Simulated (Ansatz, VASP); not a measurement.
## BN: VASP beside Ansatz

```
B N
1.0
     0.00000    1.79231    1.79231
     1.79231    0.00000    1.79231
     1.79231    1.79231    0.00000
B N
1 1
Direct
  0.00000 0.00000 0.00000
  0.25000 0.25000 0.25000
```

Alike in both runs: functional r2SCAN; k mesh 14 × 14 × 14; occupations fermi-dirac, width 0.02 eV; no spin polarisation.

Ansatz relaxed the structure, and its values are those at the end. VASP's run is a single point on that final structure, the one shown.

```csv
,VASP,Ansatz
version,VASP 6.6.1,Ansatz 0.2.0
potentials or method,"VASP PAW PBE potentials, release 64 (B, N), cutoff 520 eV",PAW plane waves
valence electrons in the cell,8,8
```

|  | VASP | Ansatz | Ansatz less VASP |
| --- | --- | --- | --- |
| gap on the k mesh at the Fermi level (eV) | 5.01 | 5.02 | +0.013 |
| pressure (GPa) | 9.7 | 8.2 | -1.53 |

VASP's potentials were made for PBE, not for r2SCAN. With one functional, cell and mesh, what is left measures potentials, basis and numerics. Ansatz's warnings: stress scf threshold loose.
